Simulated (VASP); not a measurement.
# B2O (P-3m1) in VASP: further runs

The runs below take B2O through single point, with LDA.

All numbers are computed with VASP 6.6.1; they aren't measurements. Logs are shortened: lines on timing, memory, paths and dates and some standing lists are left out, and cuts for length are marked.

## Step 1: The cell of the first run

Symmetry: P-3m1, No. 164, trigonal system. Conventional cell: a = 2.879 Å, b = 2.879 Å, c = 7.052 Å, α = 90.00°, β = 90.00°, γ = 120.00°. B (site symmetry 3m) has 1 B at 1.69 Å and 3 O at 1.74 Å within 2.3 Å. Within 2.3 Å of B (site symmetry 3m) lie 3 B at 1.69 Å and 1 O at 2.00 Å. Within 2.3 Å of O (site symmetry 3m) lie 4 B at 1.74 to 2.00 Å.

## Step 2: Single point, LDA

INCAR

```
SYSTEM = B2O
PREC     = Accurate       ! precision mode
ENCUT    = 520            ! plane-wave cutoff, eV
EDIFF    = 1E-6           ! SCF threshold, eV
ISMEAR   = 1              ! smearing method
SIGMA    = 0.2            ! smearing width, eV
LREAL    = .False.        ! projectors in reciprocal space
LASPH    = .True.         ! aspherical terms in the spheres
NELM     = 60             ! most SCF steps
ALGO     = Normal         ! electronic algorithm
ISIF     = 2              ! what is computed and relaxed
LWAVE    = .False.        ! write WAVECAR
LCHARG   = .True.         ! write CHGCAR
GGA      = CA             ! functional
LELF     = .True.         ! ELF
LVHAR    = .True.       
NBANDS   = 21             ! bands
```

KPOINTS

```
Automatic mesh
0
Gamma
  9 9 4
  0 0 0
```

POSCAR

```
B2O
1.0
    2.8790000000      0.0000000000      0.0000000000
   -1.4395000000      2.4932871400      0.0000000000
    0.0000000000      0.0000000000      7.0520000000
B O
4 2
Direct
    0.0000000000      0.0000000000      0.3800000000
    0.0000000000      0.0000000000      0.6200000000
    0.6666666667      0.3333333333      0.0230000000
    0.3333333333      0.6666666667      0.9770000000
    0.6666666667      0.3333333333      0.3060000000
    0.3333333333      0.6666666667      0.6940000000
```

Potentials or basis: VASP PAW LDA potentials, release 64 (B, O).

Run with:

```
cat potpaw_LDA.64/B/POTCAR potpaw_LDA.64/O/POTCAR > POTCAR
mpirun -np 1 vasp_std > vasp.out
```

OUTCAR:

```text
SYSTEM = B2O
   PREC = Accurate
   ENCUT = 520
   EDIFF = 1E-6
   ISMEAR = 1
   LREAL = .False.
   LASPH = .True.
   NELM = 60
   ISIF = 2
   GGA = CA

 ion  position               nearest neighbor table
   1  0.000  0.000  0.380-   2 1.69   5 1.74   5 1.74   5 1.74
   2  0.000  0.000  0.620-   1 1.69   6 1.74   6 1.74   6 1.74
   3  0.667  0.333  0.023-   4 1.69   4 1.69   4 1.69   5 2.00
   4  0.333  0.667  0.977-   3 1.69   3 1.69   3 1.69   6 2.00
   5  0.667  0.333  0.306-   1 1.74   1 1.74   1 1.74   3 2.00
   6  0.333  0.667  0.694-   2 1.74   2 1.74   2 1.74   4 2.00

  LATTYP: Found a hexagonal cell.
 ALAT       =     2.8790000000
 C/A-ratio  =     2.4494616186

  Lattice vectors:

 A1 = (   2.8790000000,   0.0000000000,   0.0000000000)
 A2 = (  -1.4395000000,   2.4932871400,   0.0000000000)
 A3 = (   0.0000000000,   0.0000000000,   7.0520000000)

Analysis of symmetry for initial positions (statically):
=====================================================================
 Subroutine PRICEL returns:
 Original cell was already a primitive cell.

 Routine SETGRP: Setting up the symmetry group for a
 hexagonal supercell.

 Subroutine GETGRP returns: Found 12 space group operations
 (whereof 12 operations were pure point group operations)
 out of a pool of 24 trial point group operations.

The static configuration has the point symmetry D_3d.

Analysis of symmetry for dynamics (positions and initial velocities):
=====================================================================
 Subroutine PRICEL returns:
 Original cell was already a primitive cell.

 Routine SETGRP: Setting up the symmetry group for a
 hexagonal supercell.

 Subroutine GETGRP returns: Found 12 space group operations
 (whereof 12 operations were pure point group operations)
 out of a pool of 24 trial point group operations.

The dynamic configuration has the point symmetry D_3d.

 Subroutine INISYM returns: Found 12 space group operations
 (whereof 12 operations are pure point group operations),
 and found     1 'primitive' translations

----------------------------------------------------------------------------------------

                                     Primitive cell

  volume of cell :      50.6205

  direct lattice vectors                    reciprocal lattice vectors
     2.879000000  0.000000000  0.000000000     0.347342827  0.200538475  0.000000000
    -1.439500000  2.493287140  0.000000000     0.000000000  0.401076949  0.000000000
     0.000000000  0.000000000  7.052000000     0.000000000  0.000000000  0.141803744

  length of vectors
     2.879000000  2.879000002  7.052000000     0.401076950  0.401076949  0.141803744

  position of ions in fractional coordinates (direct lattice)
     0.000000000  0.000000000  0.380000000
     0.000000000  0.000000000  0.620000000
     0.666666667  0.333333333  0.023000000
     0.333333333  0.666666667  0.977000000
     0.666666667  0.333333333  0.306000000
     0.333333333  0.666666667  0.694000000

  ion indices of the primitive-cell ions
   primitive index   ion index
                 1           1
                 2           2
                 3           3
                 4           4
                 5           5
                 6           6

----------------------------------------------------------------------------------------

 KPOINTS: Automatic mesh

Automatic generation of k-mesh.
 Grid dimensions read from file:
 generate k-points for:    9    9    4

 Generating k-lattice:

  Cartesian coordinates                     Fractional coordinates (reciprocal lattice)
     0.038593647  0.022282053  0.000000000     0.111111111 -0.000000000  0.000000000
     0.000000000  0.044564105  0.000000000     0.000000000  0.111111111  0.000000000
     0.000000000  0.000000000  0.035450936     0.000000000  0.000000000  0.250000000

  Length of vectors
     0.044564106  0.044564105  0.035450936

  Shift w.r.t. Gamma in fractional coordinates (k-lattice)
     0.000000000  0.000000000  0.000000000

 Subroutine IBZKPT returns following result:
 ===========================================

 Found     43 irreducible k-points:

 Following reciprocal coordinates:
            Coordinates               Weight
  0.000000  0.000000  0.000000      1.000000
  0.111111 -0.000000  0.000000      6.000000
  0.222222 -0.000000  0.000000      6.000000
  0.333333 -0.000000  0.000000      6.000000
  0.444444 -0.000000  0.000000      6.000000
  0.111111  0.111111  0.000000      6.000000
[... 16 lines left out ...]
  0.222222  0.111111  0.250000     12.000000
 -0.111111  0.333333  0.250000     12.000000
 [... further k-points ...]
   k-points           NKPTS =     43   k-points in BZ     NKDIM =     43   number of bands    NBANDS=     21
   number of dos      NEDOS =    301   number of ions     NIONS =      6
   total plane-waves  NPLWV =  31104
   dimension x,y,z NGX =    24 NGY =   24 NGZ =   54
   dimension x,y,z NGXF=    48 NGYF=   48 NGZF=  108
   ions per type =               4   2
   NGX,Y,Z   is equivalent  to a cutoff of  13.86, 13.86, 12.73 a.u.
   NGXF,Y,Z  is equivalent  to a cutoff of  27.72, 27.72, 25.46 a.u.
 SYSTEM =  B2O
   PREC   = accura    normal or accurate (medium, high low for compatibility)
   ISTART =      0    job   : 0-new  1-cont  2-samecut
   ICHARG =      2    charge: 1-file 2-atom 10-const
   ISPIN  =      1    spin polarized calculation?
   LNONCOLLINEAR =      F non collinear calculations
   LSORBIT =      F    spin-orbit coupling
   LASPH  =      T    aspherical Exc in radial PAW
   ENCUT  =  520.0 eV  38.22 Ry    6.18 a.u.   5.35  5.35 13.11*2*pi/ulx,y,z
   NELM   =     60;   NELMIN=  2; NELMDL= -5     # of ELM steps
   EDIFF  = 0.1E-05   stopping-criterion for ELM
   LREAL  =      F    real-space projection
   EDIFFG = 0.1E-04   stopping-criterion for IOM
   NSW    =      0    number of steps for IOM
   IBRION =     -1    ionic relax: 0-MD 1-quasi-New 2-CG
   NFREE  =      0    steps in history (QN), initial steepest desc. (CG)
   ISIF   =      2    stress and relaxation
   ISYM   =      2    0-nonsym 1-usesym 2-fastsym
   POTIM  = 0.5000    time-step for ionic-motion
   TEBEG  =    0.0;   TEEND  =   0.0 temperature during run
   PSTRESS=    0.0 pullay stress
   NELECT =      24.0000    total number of electrons
   NUPDOWN=      -1.0000    fix difference up-down
   EMIN   =  10.00;   EMAX   =-10.00  energy-range for DOS
   EFERMI =   0.00;   METHOD = LEGACY
   ISMEAR =     1;   SIGMA  =   0.20  broadening in eV -4-tet -1-fermi 0-gaus
   EFERMI_NEDOS =   21; number of points for ismear=-14 and -15
   IALGO  =     38    algorithm
   IMIX   =      4    mixing-type and parameters
     AMIX     =   0.40;   BMIX     =  1.00
     AMIX_MAG =   1.60;   BMIX_MAG =  1.00
  volume/ion in A,a.u.               =       8.44        56.93
  Fermi-wavevector in a.u.,A,eV,Ry     =   1.276546  2.412322 22.171644  1.629570
  Thomas-Fermi vector in A             =   2.409196
   LORBIT       =      0    0 simple, 1 ext, 2 COOP (PROOUT), +10 PAW based schemes
   GGA     = CA    functional components
   LHFCALC =     F    Hartree Fock is set to
   AEXX    =    0.0000 exact exchange contribution
   IVDW    =     0    specifies the selected vdW correction
   LEPSILON=     F    determine dielectric tensor
   LRPA    =     F    only Hartree local field effects (RPA)
 non-spin polarized calculation
 Methfessel and Paxton  Order N= 1 SIGMA  =   0.20
  energy-cutoff  :      520.00
  volume of cell :       50.62
 maximum number of plane-waves:      1384
 NGX is ok and might be reduce to    24
   NGX = 11   NGY = 11   NGZ = 27

 number of electron      23.9999995 magnetization

 Free energy of the ion-electron system (eV)
  ---------------------------------------------------
  ext. energy  EPLUGINS =         0.00000000
  ---------------------------------------------------
  free energy    TOTEN  =       -42.20477840 eV

  energy without entropy =      -42.20246595  energy(sigma->0) =      -42.20400758

 E-fermi :   6.0589     XC(G=0): -11.3763

 val. band max:        6.0492980949   @ k =   0.0000   0.0000   0.5000
 cond. band min:       6.0604107818   @ k =  -0.1111   0.4444   0.2500
 fundamental gap:      0.0111126869
 Fermi energy:         6.0588894086

 k-point     1 :       0.0000    0.0000    0.0000
  band No.  band energies     occupation
      1     -17.1306      2.00000
      2     -16.5970      2.00000
      3      -6.4004      2.00000
      4      -3.4605      2.00000
      5      -2.0790      2.00000
      6      -0.8772      2.00000
[... 13 lines left out ...]
     20      14.9226      0.00000
     21      14.9226      0.00000

 k-point     2 :       0.1111   -0.0000    0.0000
  band No.  band energies     occupation
      1     -17.0057      2.00000
      2     -16.4922      2.00000
      3      -6.1877      2.00000
      4      -3.5112      2.00000
      5      -2.0358      2.00000
      6      -1.5079      2.00000
[... 13 lines left out ...]
     20      14.9770      0.00000
     21      15.8254      0.00000

 k-point     3 :       0.2222   -0.0000    0.0000
  band No.  band energies     occupation
      1     -16.6624      2.00000
      2     -16.2128      2.00000
      3      -5.5754      2.00000
      4      -4.0820      2.00000
      5      -3.0940      2.00000
      6      -1.6403      2.00000
[... 13 lines left out ...]
     20      14.4137      0.00000
     21      15.0325      0.00000
[... 457 lines left out ...]
 k-point    23 :       0.2222    0.1111    0.2500
  band No.  band energies     occupation
      1     -16.3628      2.00000
      2     -15.9918      2.00000
      3      -5.0406      2.00000
      4      -4.6162      2.00000
      5      -3.6513      2.00000
      6      -2.4967      2.00000
[... 13 lines left out ...]
     20      13.6659      0.00000
     21      15.5104      0.00000

 k-point    24 :      -0.1111    0.3333    0.2500
  band No.  band energies     occupation
      1     -16.3624      2.00000
      2     -15.9922      2.00000
      3      -5.0905      2.00000
      4      -4.4546      2.00000
      5      -3.8335      2.00000
      6      -2.3838      2.00000
[... 13 lines left out ...]
     20      13.6265      0.00000
     21      15.3490      0.00000

 [... further k-points ...]
[... 5 lines left out ...]
  --------------------------------------------------------------------------------------
  -------------------------------------------------------------------------------------
  Total      -11.7779990    -11.7779990     -2.4365898      0.0000000     -0.0000000      0.0000000
  in kB     -372.7827694   -372.7827701    -77.1199505      0.0000000     -0.0000000      0.0000000
  external PRESSURE =    -274.2284967 kB  Pullay stress =       0.0000000 kB

 VOLUME and BASIS-vectors are now :
 -----------------------------------------------------------------------------
  energy-cutoff  :      520.00
  volume of cell :       50.62
      direct lattice vectors                 reciprocal lattice vectors
     2.879000000  0.000000000  0.000000000     0.347342827  0.200538475  0.000000000
    -1.439500000  2.493287140  0.000000000     0.000000000  0.401076949  0.000000000
     0.000000000  0.000000000  7.052000000     0.000000000  0.000000000  0.141803744

 POSITION                                       TOTAL-FORCE (eV/Angst)
 -----------------------------------------------------------------------------------
      0.00000      0.00000      2.67976        -0.000000      0.000000      0.027859
      0.00000      0.00000      4.37224         0.000000      0.000000     -0.027859
      1.43950      0.83110      0.16220        -0.000000      0.000000      0.154390
     -0.00000      1.66219      6.88980        -0.000000     -0.000000     -0.154390
      1.43950      0.83110      2.15791        -0.000000      0.000000     -0.074635
     -0.00000      1.66219      4.89409         0.000000     -0.000000      0.074635
 -----------------------------------------------------------------------------------
    total drift:                                0.000000     -0.000000      0.000000

  FREE ENERGIE OF THE ION-ELECTRON SYSTEM (eV)
  ---------------------------------------------------
  free  energy   TOTEN  =       -42.2047783959 eV

  energy  without entropy=      -42.2024659474  energy(sigma->0) =      -42.20400758
```

It took 25 s on 1 thread of Intel Xeon 6975P-C (Granite Rapids), shared host; peak memory 0.16 GiB.

Results:

* Free energy: -42.2048 eV
* Pressure: -27.4 GPa
* Largest force: 0.154 eV/Å
* Band gap on the k mesh: zero (bands 12 and 13 overlap by 1.24 eV)

Forces on the atoms (eV/Å):
```
B    0.000  0.000  0.028
B    0.000  0.000 -0.028
B    0.000  0.000  0.154
B    0.000  0.000 -0.154
O    0.000  0.000 -0.075
O    0.000  0.000  0.075
```

Stress tensor (GPa, compression positive):
```
-37.28   0.00   0.00
  0.00 -37.28   0.00
  0.00   0.00  -7.71
```

Levels at points of the mesh, in eV from the Fermi level:
```tsv
k point	band 10	band 11	band 12	band 13	band 14	band 15
(0.00, 0.00, 0.00)	-3.02	-1.36	0.53	1.05	1.55	1.55
(0.00, 0.00, 0.50)	-5.03	-0.37	-0.01	1.27	1.44	1.44
```

Caveat: the cell stands under tension.

## Step 3: Single point, LDA

INCAR

```
  PREC = Accurate
  ENCUT = 520
  EDIFF = 1E-7
  ISMEAR = 1
  SIGMA = 0.1
  LREAL = False
  LASPH = True
  NELM = 60
  ALGO = Normal
  ISIF = 2
  LWAVE = False
  LCHARG = False
  GGA = CA
  NBANDS = 21
```

KPOINTS

```
Automatic mesh
0
Gamma
  9 9 4
```

POSCAR is that of step 2.

Potentials or basis: VASP PAW LDA potentials, release 64 (B, O).

Run with:

```
cat potpaw_LDA.64/B/POTCAR potpaw_LDA.64/O/POTCAR > POTCAR
mpirun -np 1 vasp_std > vasp.out
```

Wall time 22 s (1 thread of Intel Xeon 6975P-C (Granite Rapids), shared host); peak memory 0.17 GiB.

The run converged. Its results:

* Free energy: -42.2043 eV
* Pressure: -27.3 GPa
* Largest force: 0.163 eV/Å
* Band gap on the k mesh: zero (bands 12 and 13 overlap by 1.22 eV)

Forces in eV/Å, atoms in the order of the input:
```
B    0.000  0.000  0.040
B    0.000  0.000 -0.040
B    0.000  0.000  0.163
B    0.000  0.000 -0.163
O    0.000  0.000 -0.042
O    0.000  0.000  0.042
```

Stress tensor (GPa, compression positive):
```
-37.31   0.00   0.00
  0.00 -37.31   0.00
  0.00   0.00  -7.38
```

Levels at points of the mesh, in eV from the Fermi level:
| k point | band 8 | band 9 | band 10 | band 11 | band 12 | band 13 | band 14 | band 15 | band 16 | band 17 |
| --- | --- | --- | --- | --- | --- | --- | --- | --- | --- | --- |
| (0.00, 0.00, 0.00) | -6.80 | -6.80 | -3.01 | -1.35 | 0.54 | 1.04 | 1.51 | 1.51 | 2.52 | 2.52 |
| (0.00, 0.00, 0.50) | -6.79 | -5.78 | -5.03 | -0.36 | -0.01 | 1.27 | 1.41 | 1.41 | 2.67 | 2.67 |

Caveat: the cell stands under tension.
